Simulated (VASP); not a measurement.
A run of VASP 6.6.1 is set up as follows.

File INCAR:

```
SYSTEM = MnNbN2
PREC     = Accurate       ! precision mode
ENCUT    = 520            ! plane-wave cutoff, eV
EDIFF    = 1E-7           ! SCF threshold, eV
ISMEAR   = 0              ! smearing method
SIGMA    = 0.1            ! smearing width, eV
LREAL    = .FALSE.        ! projectors in reciprocal space
LASPH    = .TRUE.         ! aspherical terms in the spheres
NELM     = 150            ! most SCF steps
ALGO     = Normal         ! electronic algorithm
ISIF     = 2              ! what is computed and relaxed
LWAVE    = .FALSE.        ! write WAVECAR
LCHARG   = .FALSE.        ! write CHGCAR
ISPIN    = 2              ! spin polarisation
MAGMOM   = 4 0 0 0        ! initial moments
LORBIT   = 11             ! projections on sites
LMAXMIX  = 4              ! l up to which the mixer works
GGA      = PE             ! functional
NBANDS   = 30             ! bands
```

KPOINTS

```
regular mesh
0
G
  6 6 4
  0 0 0
```

POSCAR

```
MnNbN2
1.0
    3.1228055400      0.0000000000      0.0000000000
    0.0000000000      3.1228055400      0.0000000000
    0.0000000000      0.0000000000      4.1653785000
Mn Nb N
1 1 2
Direct
    0.0000000000      0.0000000000      0.0000000000
    0.5000000000      0.5000000000      0.5000000000
    0.0000000000      0.0000000000      0.5000000000
    0.5000000000      0.5000000000      0.0000000000
```

Potentials or basis: VASP PAW PBE potentials, release 64 (Mn_pv, Nb_sv, N).

The run is started by

```sh
$ cat potpaw_PBE.64/Mn_pv/POTCAR potpaw_PBE.64/Nb_sv/POTCAR potpaw_PBE.64/N/POTCAR > POTCAR
$ mpirun -np 1 vasp_std > vasp.out
```

**Question.** What does it give for the net moment?

**Answer.** 2.98 μB per cell.

**Question.** Estimate the site moments.

**Answer.** Mn +3.16; Nb -0.23; N +0.01, +0.04 μB.

Stress tensor (GPa, compression positive):
```
-5.90  0.00  0.00
 0.00 -5.90  0.00
 0.00  0.00 10.29
```

Caveat: the k points lie up to 0.38 Å⁻¹ apart; a cell with one magnetic atom can't hold antiferromagnetic order, which such compounds often take.
